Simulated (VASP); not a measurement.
Runs of VASP 6.6.1 on CdSe. The structure is that of space group I-4m2 (No. 119), or close to it. The cells are those of the table. 

```tsv
cell	k mesh	smearing	gap on the mesh (eV)	pressure (GPa)
a = 4.253, b = 4.253, c = 4.338 Å, angles 59.3, 59.3, 61.3°, 2 atoms	4 × 4 × 4	gaussian 0.01 eV	0.54	4.2
a = 4.274, b = 4.274, c = 4.338 Å, angles 59.5, 59.5, 61.0°, 2 atoms	8 × 8 × 8	fermi-dirac 0.02 eV	0.56	(a)
a = 4.274, b = 4.274, c = 4.338 Å, angles 59.5, 59.5, 61.0°, 2 atoms	4 × 4 × 4	gaussian 0.01 eV	0.54	3.6
a = 4.253, b = 4.253, c = 4.338 Å, angles 59.3, 59.3, 61.3°, 2 atoms	8 × 8 × 8	fermi-dirac 0.02 eV	0.56	4.0
```

Alike in all rows: task single point; level PBE; potentials or basis VASP PAW PBE potentials, release 64 (Cd, Se); no spin polarisation; cutoff (eV) 500.

Task: Fill in the values left out.

Result: (a) 3.4.

Caveats: some runs use coarse meshes.

A k mesh can miss the band edges, and the runs leave out spin-orbit coupling on Cd, Se.
